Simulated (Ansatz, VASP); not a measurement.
## One calculation of Cd2HgS3, two programs

```xyz
6
Lattice="3.6232 -2.0553 0.0021 3.6232 2.0553 0.0021 -1.1154 0.0000 9.6913" Properties=species:S:1:pos:R:3 pbc="T T T"
Cd    1.9675    1.2239    1.5826
Cd    4.1635    1.2239    8.1130
Hg    3.0655   -0.7892    4.8478
S     3.6232    0.0658    0.0021
S     4.6679   -0.8622    6.6082
S     1.4630   -0.8622    3.0874
```

Alike in both runs: functional PBE; k mesh 8 × 8 × 4; occupations gaussian, width 0.02 eV; no spin polarisation.

Ansatz relaxed the structure, and its values are those at the end. VASP's run is a single point on that final structure, the one shown.

```csv
,VASP,Ansatz
version,VASP 6.6.1,Ansatz 0.2.0
potentials or method,"VASP PAW PBE potentials, release 64 (Cd, Hg, S), cutoff 520 eV","scalar-relativistic, plane waves, PAW"
valence electrons in the cell,54,78
```

Ansatz gave:

```
gap on the k mesh at the Fermi level (eV) : 1.04
least direct gap on the mesh (eV)         : 1.10
pressure (GPa)                            : 0.0
rms of the force components (eV/Å)        : 0.001
```

**Question.** Which values does VASP return?

**Answer.** gap on the k mesh at the Fermi level (eV): 1.05; least direct gap on the mesh (eV): 1.11; pressure (GPa): 0.3; rms of the force components (eV/Å): 0.020.

VASP's potentials hold 54 valence electrons a cell and Ansatz's 78, so a difference there can come from the potentials and not from the codes.

Spin-orbit coupling is off throughout.
